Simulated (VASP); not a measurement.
# Pt (P6_3/mmc) in VASP: notebook, part 2 of 3

VASP 6.6.1. The steps go on from the part before.

### Step 3. Single point, PBE

This run uses another cell than the first one, of the same volume but with other edges.

Input file INCAR:

```
PREC     = Accurate       # precision mode
ENCUT    = 520            # plane-wave cutoff, eV
EDIFF    = 1E-6           # SCF threshold, eV
ISMEAR   = 0              # smearing method
SIGMA    = 0.15           # smearing width, eV
LREAL    = False          # projectors in reciprocal space
LASPH    = True           # aspherical terms in the spheres
NELM     = 100            # most SCF steps
ALGO     = Normal         # electronic algorithm
ISIF     = 2              # what is computed and relaxed
LWAVE    = False          # write WAVECAR
LCHARG   = False          # write CHGCAR
GGA      = PE             # functional
NBANDS   = 17             # bands
```

Input file KPOINTS:

```
regular mesh
0
Gamma
  18 18 10
```

Input file POSCAR:

```
Pt
1.0
    2.7103000000      0.0000000000      0.0000000000
   -1.3551500000      2.3471886519      0.0000000000
    0.0000000000      0.0000000000      4.9009000000
Pt
2
Direct
    0.6666666667      0.3333333333      0.7500000000
    0.3333333333      0.6666666667      0.2500000000
```

Potentials or basis: VASP PAW PBE potentials, release 64 (Pt).

The run is started by

```
cat potpaw_PBE.64/Pt/POTCAR > POTCAR
mpirun -np 1 vasp_std > vasp.out
```

OUTCAR:

```text
PREC = Accurate
   ENCUT = 520
   EDIFF = 1E-6
   ISMEAR = 0
   LREAL = False
   LASPH = True
   NELM = 100
   ISIF = 2
   GGA = PE

 ion  position               nearest neighbor table
   1  0.667  0.333  0.750-   2 2.91   2 2.91   2 2.91   2 2.91   2 2.91   2 2.91
   2  0.333  0.667  0.250-   1 2.91   1 2.91   1 2.91   1 2.91   1 2.91   1 2.91

  LATTYP: Found a hexagonal cell.
 ALAT       =     2.7103000000
 C/A-ratio  =     1.8082500092

  Lattice vectors:

 A1 = (   2.7103000000,   0.0000000000,   0.0000000000)
 A2 = (  -1.3551500000,   2.3471886519,   0.0000000000)
 A3 = (   0.0000000000,   0.0000000000,   4.9009000000)

Analysis of symmetry for initial positions (statically):
=====================================================================
 Subroutine PRICEL returns:
 Original cell was already a primitive cell.

 Routine SETGRP: Setting up the symmetry group for a
 hexagonal supercell.

 Subroutine GETGRP returns: Found 24 space group operations
 (whereof 12 operations were pure point group operations)
 out of a pool of 24 trial point group operations.

The static configuration has the point symmetry D_3d.
 The point group associated with its full space group is D_6h.

Analysis of symmetry for dynamics (positions and initial velocities):
=====================================================================
 Subroutine PRICEL returns:
 Original cell was already a primitive cell.

 Routine SETGRP: Setting up the symmetry group for a
 hexagonal supercell.

 Subroutine GETGRP returns: Found 24 space group operations
 (whereof 12 operations were pure point group operations)
 out of a pool of 24 trial point group operations.

The dynamic configuration has the point symmetry D_3d.
 The point group associated with its full space group is D_6h.

[... 105 lines left out ...]
   ISYM   =      2    0-nonsym 1-usesym 2-fastsym
   POTIM  = 0.5000    time-step for ionic-motion
   TEBEG  =    0.0;   TEEND  =   0.0 temperature during run
   PSTRESS=    0.0 pullay stress
   NELECT =      20.0000    total number of electrons
   NUPDOWN=      -1.0000    fix difference up-down
   EMIN   =  10.00;   EMAX   =-10.00  energy-range for DOS
   EFERMI =   0.00;   METHOD = LEGACY
   ISMEAR =     0;   SIGMA  =   0.15  broadening in eV -4-tet -1-fermi 0-gaus
   EFERMI_NEDOS =   21; number of points for ismear=-14 and -15
   IALGO  =     38    algorithm
   IMIX   =      4    mixing-type and parameters
     AMIX     =   0.40;   BMIX     =  1.00
     AMIX_MAG =   1.60;   BMIX_MAG =  1.00
  volume/ion in A,a.u.               =      15.59       105.20
  Fermi-wavevector in a.u.,A,eV,Ry     =   1.411902  2.668107 27.122753  1.993466
  Thomas-Fermi vector in A             =   2.533705
   LORBIT       =      0    0 simple, 1 ext, 2 COOP (PROOUT), +10 PAW based schemes
   GGA     = PE    functional components
   LHFCALC =     F    Hartree Fock is set to
   AEXX    =    0.0000 exact exchange contribution
   IVDW    =     0    specifies the selected vdW correction
   LEPSILON=     F    determine dielectric tensor
   LRPA    =     F    only Hartree local field effects (RPA)
 non-spin polarized calculation
 Gauss-broadening in eV      SIGMA  =   0.15
  energy-cutoff  :      520.00
  volume of cell :       31.18
 maximum number of plane-waves:       855
   NGX = 11   NGY = 11   NGZ = 19

 number of electron      19.9999997 magnetization

 Free energy of the ion-electron system (eV)
  ---------------------------------------------------
  ext. energy  EPLUGINS =         0.00000000
  ---------------------------------------------------
  free energy    TOTEN  =       -12.06894519 eV

  energy without entropy =      -12.03381813  energy(sigma->0) =      -12.05138166

 E-fermi :  10.5910     XC(G=0): -13.2796

 val. band max:       10.5891217207   @ k =   0.2222   0.2222   0.1000
 cond. band min:      10.5920659724   @ k =   0.2222   0.2222   0.5000
 fundamental gap:      0.0029442517
 Fermi energy:        10.5910153871

 k-point     1 :       0.0000    0.0000    0.0000
  band No.  band energies     occupation
      1       0.7773      2.00000
      2       3.2564      2.00000
      3       6.3150      2.00000
      4       7.0819      2.00000
      5       7.0819      2.00000
      6       7.3923      2.00000
[... 457 lines left out ...]
      4       7.0359      2.00000
      5       7.3346      2.00000
      6       7.5522      2.00000
[... 9 lines left out ...]
     16      23.1854      0.00000
     17      24.3658      0.00000

 [... further k-points ...]
[... 5 lines left out ...]
  --------------------------------------------------------------------------------------
  -------------------------------------------------------------------------------------
  Total        1.4284802      1.4284802     -0.6117920      0.0000000      0.0000000      0.0000000
  in kB       73.4080372     73.4080372    -31.4393222      0.0000000      0.0000000      0.0000000
  external PRESSURE =      38.4589174 kB  Pullay stress =       0.0000000 kB

 VOLUME and BASIS-vectors are now :
 -----------------------------------------------------------------------------
  energy-cutoff  :      520.00
  volume of cell :       31.18
      direct lattice vectors                 reciprocal lattice vectors
     2.710300000  0.000000000  0.000000000     0.368962845  0.213020798  0.000000000
    -1.355150000  2.347188652  0.000000000     0.000000000  0.426041596  0.000000000
     0.000000000  0.000000000  4.900900000     0.000000000  0.000000000  0.204044155

 POSITION                                       TOTAL-FORCE (eV/Angst)
 -----------------------------------------------------------------------------------
      1.35515      0.78240      3.67568         0.000000     -0.000000      0.000000
     -0.00000      1.56479      1.22523        -0.000000      0.000000      0.000000
 -----------------------------------------------------------------------------------
    total drift:                               -0.000000      0.000000     -0.000000

  FREE ENERGIE OF THE ION-ELECTRON SYSTEM (eV)
  ---------------------------------------------------
  free  energy   TOTEN  =       -12.0689451911 eV

  energy  without entropy=      -12.0338181326  energy(sigma->0) =      -12.05138166
```

OSZICAR:

```text
N       E                     dE             d eps       ncg     rms          rms(c)
DAV:   1     0.102735445271E+03    0.10274E+03   -0.10504E+04  7556   0.113E+03
DAV:   2    -0.109630321919E+02   -0.11370E+03   -0.10805E+03  8078   0.246E+02
DAV:   3    -0.128268386068E+02   -0.18638E+01   -0.18420E+01  9307   0.313E+01
DAV:   4    -0.128364048594E+02   -0.95663E-02   -0.95639E-02  9007   0.233E+00
DAV:   5    -0.128364995493E+02   -0.94690E-04   -0.94688E-04  9192   0.242E-01    0.168E+01
DAV:   6    -0.121468676107E+02    0.68963E+00   -0.10645E+00  7967   0.919E+00    0.893E+00
DAV:   7    -0.120764233604E+02    0.70444E-01   -0.20262E-01  8915   0.399E+00    0.294E+00
DAV:   8    -0.120693094499E+02    0.71139E-02   -0.22286E-02  8175   0.121E+00    0.753E-01
DAV:   9    -0.120689314414E+02    0.37801E-03   -0.36367E-04  8591   0.160E-01    0.800E-02
DAV:  10    -0.120689445773E+02   -0.13136E-04   -0.11817E-05  9167   0.240E-02    0.186E-02
DAV:  11    -0.120689451911E+02   -0.61376E-06   -0.36276E-07  5497   0.491E-03
   1 F= -.12068945E+02 E0= -.12051382E+02  d E =-.351271E-01
```

stdout:

```text
POSCAR found type information on POSCAR Pt
 POSCAR found :  1 types and       2 ions
 scaLAPACK will be used
 LDA part: xc-table for (Slater+PW92), standard interpolation
 POSCAR, INCAR and KPOINTS ok, starting setup
 FFT: planning ... GRIDC
 FFT: planning ... GRID_SOFT
 FFT: planning ... GRID
 WAVECAR not read
 entering main loop
```

Wall time 32 s (1 thread of Intel Xeon Platinum 8481C at 2.70GHz (Sapphire Rapids), shared host); peak memory 0.21 GiB.

What came out:

```
Free energy            : -12.0689 eV
Pressure               : 3.8 GPa
Band gap on the k mesh : zero (band 10 reaches 11.26 eV, above the bottom of band 11 at 9.87 eV)
```

Levels at points of the mesh, in eV from the Fermi level:
| k point | band 7 | band 8 | band 9 | band 10 | band 11 | band 12 | band 13 | band 14 |
| --- | --- | --- | --- | --- | --- | --- | --- | --- |
| (0.00, 0.00, 0.00) | -3.20 | -1.55 | -1.55 | -1.02 | -0.18 | -0.18 | 4.26 | 15.01 |
| (0.50, 0.00, 0.00) | -2.45 | -0.10 | 0.51 | 0.67 | 2.37 | 3.93 | 7.33 | 8.63 |
| (0.00, 0.00, 0.50) | -3.47 | -3.47 | -0.72 | -0.72 | -0.72 | -0.72 | 11.14 | 11.14 |
| (0.50, 0.00, 0.50) | -0.86 | -0.86 | 0.60 | 0.60 | 1.72 | 1.72 | 6.79 | 6.79 |

Caveat: spin-orbit coupling is left out, which moves the levels of the heavy elements.

(Continued in part 3 of 3.)
